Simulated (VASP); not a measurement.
Input of a VASP 6.6.1 run:

INCAR

```
ALGO = Normal
EDIFF = 1E-6
ENCUT = 520
GGA = PE
ISIF = 2
ISMEAR = -1
IVDW = 12
LASPH = True
LCHARG = True
LELF = True
LREAL = False
LVHAR = True
LWAVE = False
NBANDS = 20
NELM = 100
PREC = Accurate
SIGMA = 0.02
```

Contents of KPOINTS:

```
k-points
0
Gamma
  8 8 8
```

The input POSCAR:

```
MoS2
1.0
    1.5694921305      0.9061467040      5.9392427034
   -1.5694921305      0.9061467040      5.9392427034
    0.0000000000     -1.8122934081      5.9392427034
Mo S
1 2
Direct
    0.0000000000      0.0000000000      0.0000000000
    0.7564217366      0.7564217366      0.7564217366
    0.2435782634      0.2435782634      0.2435782634
```

Potentials or basis: VASP PAW PBE potentials, release 64 (Mo_sv, S).

Run with:

```sh
$ cat potpaw_PBE.64/Mo_sv/POTCAR potpaw_PBE.64/S/POTCAR > POTCAR
$ mpirun -np 1 vasp_std > vasp.out
```

(1) Estimate the band gap on the k mesh.

(2) Estimate the dispersion energy per atom.

(3) Estimate the largest force.

Results:

(1) zero (band 13 reaches 8.47 eV, above the bottom of band 14 at 8.22 eV).

(2) -0.450 eV.

(3) 0.011 eV/Å.
